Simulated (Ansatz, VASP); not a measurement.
# Y: VASP beside Ansatz

```xyz
1
Lattice="0.0000 2.0109 2.0109 2.0109 0.0000 2.0109 2.0109 2.0109 0.0000" Properties=species:S:1:pos:R:3 pbc="T T T"
Y     0.0000    0.0000    0.0000
```

Change from the starting cell: volume scaled by 0.5, LAPW.

Alike in both runs: task single point; functional PBE; k mesh 14 × 14 × 14; occupations fermi-dirac, width 0.08 eV; no spin polarisation.

|  | VASP | Ansatz |
| --- | --- | --- |
| version | VASP 6.6.1 | Ansatz 0.2.0 |
| potentials or method | VASP PAW PBE potentials, release 64 (Y_sv), cutoff 520 eV | all-electron LAPW, scalar-relativistic |

|  | VASP | Ansatz | Ansatz less VASP |
| --- | --- | --- | --- |
| pressure (GPa) | 75.6 | 75.9 | +0.25 |

Both programs put the cell under a high pressure, so it lies far from rest at this level. Ansatz ran all-electron here, and VASP with PAW potentials.

Noted on VASP's run: the cell as given lies far from equilibrium.
